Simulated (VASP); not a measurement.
A run of VASP 6.6.1:

The input POSCAR:

```
InGaAs2
1.0
    4.1560911221      0.0000000000      0.0000000000
    0.0000000000      4.1560911221      0.0000000000
    0.0000000000      0.0000000000     11.8212247928
Ga As In
2 4 2
Direct
    0.5000000000      0.0000000000      0.8840029024
    0.0000000000      0.5000000000      0.1159970976
    0.5000000000      0.5000000000      0.0000000000
    0.0000000000      0.0000000000      0.2308642526
    0.5000000000      0.5000000000      0.5000000000
    0.0000000000      0.0000000000      0.7691357474
    0.5000000000      0.0000000000      0.3659764391
    0.0000000000      0.5000000000      0.6340235609
```

The input INCAR.step1:

```
SYSTEM = InGaAs2
  PREC = Accurate
  ENCUT = 520
  ISMEAR = -1
  SIGMA = 0.02
  LREAL = .FALSE.
  LASPH = .TRUE.
  NELM = 80
  NBANDS = 46
  GGA = PE
  ALGO = Normal
  EDIFF = 1E-4
  LWAVE = .TRUE.
  LCHARG = .FALSE.
```

INCAR.step2

```
SYSTEM = InGaAs2
  PREC = Accurate
  ENCUT = 520
  EDIFF = 1E-7
  ISMEAR = -1
  SIGMA = 0.02
  LREAL = .FALSE.
  LASPH = .TRUE.
  NELM = 80
  ALGO = Normal
  ISIF = 2
  LWAVE = .FALSE.
  LCHARG = .TRUE.
  METAGGA = R2SCAN
  LMIXTAU = .TRUE.
  LELF = .TRUE.
  LVHAR = .TRUE.
  NBANDS = 46
  ISTART = 1
```

The input KPOINTS:

```
regular mesh
0
G
  6 6 2
  0 0 0
```

Potentials or basis: VASP PAW PBE potentials, release 64 (Ga_d, As, In_d).

The run is started by

```bash
$ cat potpaw_PBE.64/Ga_d/POTCAR potpaw_PBE.64/As/POTCAR potpaw_PBE.64/In_d/POTCAR > POTCAR
$ cp INCAR.step1 INCAR
$ mpirun -np 1 vasp_std > vasp.out
$ cp INCAR.step2 INCAR
$ mpirun -np 1 vasp_std > vasp.out
```

Hardware: 1 thread of AMD EPYC 9R45 (Zen 5), on a shared host.

How long does it take, and how much memory?

Wall time 12 min on 1 thread of AMD EPYC 9R45 (Zen 5), with other jobs on the host, peak memory 0.38 GiB. Counts: k points 20.
